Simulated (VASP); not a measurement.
# Co (Pm-3m) in VASP: a series of runs

Co is run at these levels: BLYP; tasks: single point.

All numbers are computed with VASP 6.6.1; they aren't measurements. Logs are shortened: lines on timing, memory, paths and dates and some standing lists are left out, and cuts for length are marked.

## Step 1: The cell of the first run

The structure is cubic, space group Pm-3m (No. 221). The conventional cell has a = 2.224 Å, b = 2.224 Å, c = 2.224 Å, α = 90.00°, β = 90.00°, γ = 90.00°. Within 2.9 Å of Co (site symmetry m-3m) lie 6 Co at 2.22 Å.

## Step 2: Single point, BLYP (volume scaled by 0.88)

Input file INCAR:

```
PREC = Accurate
ENCUT = 520
EDIFF = 1E-6
ISMEAR = -1
SIGMA = 0.1
LREAL = False
LASPH = True
NELM = 80
ALGO = Normal
ISIF = 2
LWAVE = False
LCHARG = True
GGA = B5
ALDAX = 1.0
AGGAX = 1.0
AGGAC = 1.0
ALDAC = 0.0
LELF = True
LVHAR = True
NBANDS = 10
```

Input file KPOINTS:

```
regular mesh
0
Gamma
  15 15 15
```

Input file POSCAR:

```
Co
1.0
    2.2236953445      0.0000000000      0.0000000000
    0.0000000000      2.2236953445      0.0000000000
    0.0000000000      0.0000000000      2.2236953445
Co
1
Direct
    0.0000000000      0.0000000000      0.0000000000
```

Potentials or basis: VASP PAW PBE potentials, release 64 (Co).

Command:

```
$ cat potpaw_PBE.64/Co/POTCAR > POTCAR
$ mpirun -np 1 vasp_std > vasp.out
```

OUTCAR:

```text
PREC = Accurate
   ENCUT = 520
   EDIFF = 1E-6
   ISMEAR = -1
   LREAL = False
   LASPH = True
   NELM = 80
   ISIF = 2
   GGA = B5

 ion  position               nearest neighbor table
   1  0.000  0.000  0.000-

  LATTYP: Found a simple cubic cell.
 ALAT       =     2.2236953445

  Lattice vectors:

 A1 = (   2.2236953445,   0.0000000000,   0.0000000000)
 A2 = (   0.0000000000,   2.2236953445,   0.0000000000)
 A3 = (   0.0000000000,   0.0000000000,   2.2236953445)

Analysis of symmetry for initial positions (statically):
=====================================================================
 Subroutine PRICEL returns:
 Original cell was already a primitive cell.

 Routine SETGRP: Setting up the symmetry group for a
 simple cubic supercell.

 Subroutine GETGRP returns: Found 48 space group operations
 (whereof 48 operations were pure point group operations)
 out of a pool of 48 trial point group operations.

The static configuration has the point symmetry O_h .

Analysis of symmetry for dynamics (positions and initial velocities):
=====================================================================
 Subroutine PRICEL returns:
 Original cell was already a primitive cell.

 Routine SETGRP: Setting up the symmetry group for a
 simple cubic supercell.

 Subroutine GETGRP returns: Found 48 space group operations
 (whereof 48 operations were pure point group operations)
 out of a pool of 48 trial point group operations.

The dynamic configuration has the point symmetry O_h .

 Subroutine INISYM returns: Found 48 space group operations
 (whereof 48 operations are pure point group operations),
 and found     1 'primitive' translations

----------------------------------------------------------------------------------------

                                     Primitive cell

  volume of cell :      10.9958

  direct lattice vectors                    reciprocal lattice vectors
     2.223695344  0.000000000  0.000000000     0.449701890  0.000000000  0.000000000
     0.000000000  2.223695344  0.000000000     0.000000000  0.449701890  0.000000000
     0.000000000  0.000000000  2.223695344     0.000000000  0.000000000  0.449701890

  length of vectors
     2.223695344  2.223695344  2.223695344     0.449701890  0.449701890  0.449701890

[... 74 lines left out ...]
   LSORBIT =      F    spin-orbit coupling
   LASPH  =      T    aspherical Exc in radial PAW
   ENCUT  =  520.0 eV  38.22 Ry    6.18 a.u.   4.13  4.13  4.13*2*pi/ulx,y,z
   NELM   =     80;   NELMIN=  2; NELMDL= -5     # of ELM steps
   EDIFF  = 0.1E-05   stopping-criterion for ELM
   LREAL  =      F    real-space projection
   EDIFFG = 0.1E-04   stopping-criterion for IOM
   NSW    =      0    number of steps for IOM
   IBRION =     -1    ionic relax: 0-MD 1-quasi-New 2-CG
   NFREE  =      0    steps in history (QN), initial steepest desc. (CG)
   ISIF   =      2    stress and relaxation
   ISYM   =      2    0-nonsym 1-usesym 2-fastsym
   POTIM  = 0.5000    time-step for ionic-motion
   TEBEG  =    0.0;   TEEND  =   0.0 temperature during run
   PSTRESS=    0.0 pullay stress
   NELECT =       9.0000    total number of electrons
   NUPDOWN=      -1.0000    fix difference up-down
   EMIN   =  10.00;   EMAX   =-10.00  energy-range for DOS
   EFERMI =   0.00;   METHOD = LEGACY
   ISMEAR =    -1;   SIGMA  =   0.10  broadening in eV -4-tet -1-fermi 0-gaus
   EFERMI_NEDOS =   21; number of points for ismear=-14 and -15
   IALGO  =     38    algorithm
   IMIX   =      4    mixing-type and parameters
     AMIX     =   0.40;   BMIX     =  1.00
     AMIX_MAG =   1.60;   BMIX_MAG =  1.00
  volume/ion in A,a.u.               =      11.00        74.20
  Fermi-wavevector in a.u.,A,eV,Ry     =   1.531371  2.893871 31.906978  2.345097
  Thomas-Fermi vector in A             =   2.638725
   LORBIT       =      0    0 simple, 1 ext, 2 COOP (PROOUT), +10 PAW based schemes
   GGA     = B5    functional components
   LHFCALC =     F    Hartree Fock is set to
   AEXX    =    0.0000 exact exchange contribution
   IVDW    =     0    specifies the selected vdW correction
   LEPSILON=     F    determine dielectric tensor
   LRPA    =     F    only Hartree local field effects (RPA)
 non-spin polarized calculation
  energy-cutoff  :      520.00
  volume of cell :       11.00
 maximum number of plane-waves:       308
 NGX is ok and might be reduce to    18
   NGX =  9   NGY =  9   NGZ =  9

 number of electron       8.9999995 magnetization

 Free energy of the ion-electron system (eV)
  ---------------------------------------------------
  ext. energy  EPLUGINS =         0.00000000
  ---------------------------------------------------
  free energy    TOTEN  =        -5.13965152 eV

  energy without entropy =       -5.05536648  energy(sigma->0) =       -5.09750900

 E-fermi :  10.6061     XC(G=0): -12.5940

 val. band max:       10.6042256700   @ k =   0.4667   0.3333   0.0667
 cond. band min:      10.6105660283   @ k =   0.4000   0.3333   0.1333
 fundamental gap:      0.0063403583
 Fermi energy:        10.6061477717

 k-point     1 :       0.0000    0.0000    0.0000
  band No.  band energies     occupation
      1       2.0597      2.00000
      2       6.5898      2.00000
      3       6.5898      2.00000
      4      11.1443      0.00916
      5      11.1443      0.00916
      6      11.1443      0.00916
      7      31.9352      0.00000
      8      31.9352      0.00000
      9      31.9352      0.00000
     10      36.4602      0.00000
[... 287 lines left out ...]
 k-point    24 :       0.3333    0.2000    0.0000
  band No.  band energies     occupation
      1       5.9202      2.00000
      2       7.4227      2.00000
      3       8.4426      2.00000
      4      10.0795      1.98972
      5      10.3869      1.79920
      6      10.7480      0.38966
      7      20.1835      0.00000
      8      28.1061      0.00000
      9      37.0466      0.00000
     10      38.1481      0.00000

 [... further k-points ...]
[... 5 lines left out ...]
  --------------------------------------------------------------------------------------
  -------------------------------------------------------------------------------------
  Total        1.8251687      1.8251687      1.8251687      0.0000000      0.0000000      0.0000000
  in kB      265.9424895    265.9424895    265.9424895      0.0000000      0.0000000      0.0000000
  external PRESSURE =     265.9424895 kB  Pullay stress =       0.0000000 kB

 VOLUME and BASIS-vectors are now :
 -----------------------------------------------------------------------------
  energy-cutoff  :      520.00
  volume of cell :       11.00
      direct lattice vectors                 reciprocal lattice vectors
     2.223695344  0.000000000  0.000000000     0.449701890  0.000000000  0.000000000
     0.000000000  2.223695344  0.000000000     0.000000000  0.449701890  0.000000000
     0.000000000  0.000000000  2.223695344     0.000000000  0.000000000  0.449701890

 POSITION                                       TOTAL-FORCE (eV/Angst)
 -----------------------------------------------------------------------------------
      0.00000      0.00000      0.00000         0.000000      0.000000      0.000000
 -----------------------------------------------------------------------------------
    total drift:                               -0.000000      0.000000      0.000000

  FREE ENERGIE OF THE ION-ELECTRON SYSTEM (eV)
  ---------------------------------------------------
  free  energy   TOTEN  =        -5.1396515211 eV

  energy  without entropy=       -5.0553664802  energy(sigma->0) =       -5.09750900
```

Run time: 12 s. Hardware: 1 thread of Intel Xeon Platinum 8559C (Emerald Rapids), shared host; peak memory 0.12 GiB.

Results:

| Item | Value |
| --- | --- |
| Free energy | -5.1397 eV |
| Pressure | 26.6 GPa |

Levels at points of the mesh, in eV from the Fermi level:
```tsv
k point	band 2	band 3	band 4	band 5	band 6	band 7	band 8	band 9
(0.00, 0.00, 0.00)	-4.02	-4.02	0.54	0.54	0.54	21.33	21.33	21.33
```

Caveat: the PAW data sets were made with another functional, which shifts forces and pressure a little; the run has no spin polarisation, though such a crystal can be magnetic.

## Step 3: Single point, BLYP (volume scaled by 0.92)

Input file INCAR:

```
SYSTEM = Co
PREC     = Accurate       ! precision mode
ENCUT    = 520            ! plane-wave cutoff, eV
EDIFF    = 1E-7           ! SCF threshold, eV
ISMEAR   = -1             ! smearing method
SIGMA    = 0.1            ! smearing width, eV
LREAL    = .False.        ! projectors in reciprocal space
LASPH    = .True.         ! aspherical terms in the spheres
NELM     = 60             ! most SCF steps
ALGO     = Normal         ! electronic algorithm
ISIF     = 2              ! what is computed and relaxed
LWAVE    = .False.        ! write WAVECAR
LCHARG   = .True.         ! write CHGCAR
GGA      = B5             ! functional
ALDAX    = 1.0          
AGGAX    = 1.0          
AGGAC    = 1.0          
ALDAC    = 0.0          
LELF     = .True.         ! ELF
LVHAR    = .True.       
NBANDS   = 10             ! bands
```

Input file KPOINTS:

```
regular mesh
0
Gamma
  15 15 15
  0 0 0
```

Input file POSCAR:

```
Co
1.0
    2.2568897211      0.0000000000      0.0000000000
    0.0000000000      2.2568897211      0.0000000000
    0.0000000000      0.0000000000      2.2568897211
Co
1
Direct
    0.0000000000      0.0000000000      0.0000000000
```

Potentials or basis: VASP PAW PBE potentials, release 64 (Co).

Command:

```
$ cat potpaw_PBE.64/Co/POTCAR > POTCAR
$ mpirun -np 1 vasp_std > vasp.out
```

Run time: 13 s. Hardware: 1 thread of Intel Xeon Platinum 8559C (Emerald Rapids), shared host; peak memory 0.12 GiB.

It converged, with:

- Free energy: -5.2047 eV
- Pressure: 15.5 GPa

Levels at points of the mesh, in eV from the Fermi level:
```
           k point  band 1  band 2  band 3  band 4  band 5  band 6  band 7  band 8  band 9  band 10
(0.00, 0.00, 0.00)   -8.26   -3.77   -3.77    0.50    0.50    0.50   20.76   20.76   20.76    25.15
```

Caveat: the PAW data sets were made with another functional, which shifts forces and pressure a little; the run has no spin polarisation, though such a crystal can be magnetic. Spin polarisation is off, so any magnetic state and its effect on volume and gap are missing.
